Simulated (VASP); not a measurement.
Co: single point with PBEsol

Crystal: Co.

```xyz
2
Lattice="2.4399 0.0000 0.0000 -1.2200 2.1130 0.0000 0.0000 0.0000 3.9383" Properties=species:S:1:pos:R:3 pbc="T T T"
Co    0.0000    1.4087    2.9537
Co    1.2200    0.7043    0.9846
```

```
Program             : VASP 6.6.1
Task                : single point
Functional          : PBEsol
Potentials or basis : VASP PAW PBE potentials, release 64 (Co)
Cutoff              : 520 eV
k mesh              : 12 × 12 × 7
Occupations         : fermi-dirac, width 0.05 eV
Spin                : collinear spin, ferromagnetic start
Starting moments    : [2.0, 2.0] μB
```

The pressure is 4.0 GPa. The net moment is 3.06 μB per cell. The site moments are Co +1.53 μB and the valence electrons inside the program's atomic spheres are Co 8.41.

Stress tensor (GPa, compression positive):
```
4.02 0.00 0.00
0.00 4.02 0.00
0.00 0.00 3.92
```

Levels at points of the mesh, in eV from the Fermi level:
Spin up:
| k point | band 7 | band 8 | band 9 | band 10 | band 11 | band 12 | band 13 | band 14 |
| --- | --- | --- | --- | --- | --- | --- | --- | --- |
| (0.00, 0.00, 0.00) | -2.29 | -1.90 | -1.90 | -0.67 | -0.67 | -0.14 | 6.99 | 22.46 |
| (0.50, 0.00, 0.00) | -2.19 | -0.53 | -0.41 | -0.36 | 1.51 | 3.66 | 10.21 | 10.94 |
Spin down:
```tsv
k point	band 4	band 5	band 6	band 7	band 8	band 9	band 10	band 11
(0.00, 0.00, 0.00)	-1.11	-1.11	-0.70	-0.70	-0.25	-0.25	-0.11	1.10
(0.50, 0.00, 0.00)	-1.98	-1.29	-1.16	-0.71	1.24	1.40	1.43	2.73
```

Run time: 2.1 min on 1 thread of AMD EPYC 7R43 64-Core Processor (Zen 3), on a shared host, peak memory 0.15 GiB.

Caveat: the PAW data sets were made with another functional, which shifts forces and pressure a little.
